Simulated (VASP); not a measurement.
Ga3Se, 4 atoms in the cell. The structure is cubic, space group Pm-3m (No. 221). Conventional cell: a = 4.373 Å, b = 4.373 Å, c = 4.373 Å, α = 90.00°, β = 90.00°, γ = 90.00°. Within 4.1 Å of Se (site symmetry m-3m) lie 12 Ga at 3.09 Å. Ga (site symmetry 4/mmm) has 4 Se at 3.09 Å and 8 Ga at 3.09 Å within 4.1 Å. 

- Program: VASP 6.6.1
- Task: single point
- Functional: PBE
- Potentials or basis: VASP PAW PBE potentials, release 64 (Se, Ga_d)
- Cutoff: 520 eV
- k mesh: 6 × 6 × 6
- Occupations: fermi-dirac, width 0.05 eV
- Spin: no spin polarisation
- Dipole correction: no
- Further INCAR settings: ALGO = Normal; EDIFF = 1e-06; NBANDS = 30

Potentials or basis: VASP PAW PBE potentials, release 64 (Se, Ga_d).

Launch:

```console
$ cat potpaw_PBE.64/Se/POTCAR potpaw_PBE.64/Ga_d/POTCAR > POTCAR
$ mpirun -np 1 vasp_std > vasp.out
```

Hardware: 1 thread of Intel(R) Xeon(R) 6975P-C (Granite Rapids) (shared host).

Problem. Estimate the wall time of this run.

Solution. Wall time 24 s on 1 thread of Intel(R) Xeon(R) 6975P-C (Granite Rapids), with other jobs on the host, peak memory 0.21 GiB. Counts: scf iterations 12, k points 20.
